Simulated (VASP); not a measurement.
Crystal: B.

```
B
1.0
     2.18082    1.25910    2.70023
    -2.18082    1.25910    2.70023
     0.00000   -2.51819    2.70023
B
6
Direct
  0.13618 0.13618 0.54279
  0.54279 0.13618 0.13618
  0.13618 0.54279 0.13618
  0.45721 0.86382 0.86382
  0.86382 0.86382 0.45721
  0.86382 0.45721 0.86382
```

The cell was generated, and may not be a known phase.

* Program: VASP 6.6.1
* Task: relaxation of cell and atoms
* Functional: PBE
* Potentials or basis: VASP PAW PBE potentials, release 64 (B)
* Cutoff: 600 eV
* k mesh: 12 × 12 × 12
* Occupations: gaussian, width 0.1 eV
* Spin: no spin polarisation

At the start: pressure 0.6 GPa; volume 7.41 Å³/atom.

How do energy, volume and symmetry change on relaxing?

Over 16 steps the energy falls by 12.4 meV/atom and the volume is 7.44 Å³/atom (+0.4 %); space group R-3m (No. 166, to 0.1 Å) before and after.

Step by step:
```tsv
step	energy change (eV)	largest force (eV/Å)	pressure (GPa)	volume (Å³)
1	0.0000	0.1101	0.55	44.49
2	-0.0059	0.0883	0.01	44.65
3	-0.0150	0.1754	-1.48	45.14
4	-0.0177	0.1741	-1.46	45.15
5	-0.0250	0.1768	-1.42	45.16
6	-0.0328	0.1904	-1.37	45.18
7	-0.0540	0.1636	-1.38	45.19
8	0.0321	0.8482	-2.31	45.06
9	-0.0610	0.2064	-1.41	45.18
10	-0.0620	0.2850	-1.59	45.16
11	-0.0627	0.2426	-1.50	45.17
12	-0.0721	0.1174	-0.55	44.80
13	-0.0721	0.1236	-0.50	44.79
14	-0.0740	0.0192	0.43	44.55
15	-0.0741	0.0103	0.24	44.60
16	-0.0741	0.0012	-0.03	44.65
```

Final structure:
```xyz
6
Lattice="2.2736 1.3127 2.4936 -2.2736 1.3127 2.4936 0.0000 -2.6254 2.4936" Properties=species:S:1:pos:R:3 pbc="T T T"
B     0.0000   -1.0043    2.0767
B     0.8697    0.5021    2.0767
B    -0.8697    0.5021    2.0767
B    -0.8697   -0.5021    5.4039
B     0.0000    1.0043    5.4039
B     0.8697   -0.5021    5.4039
```
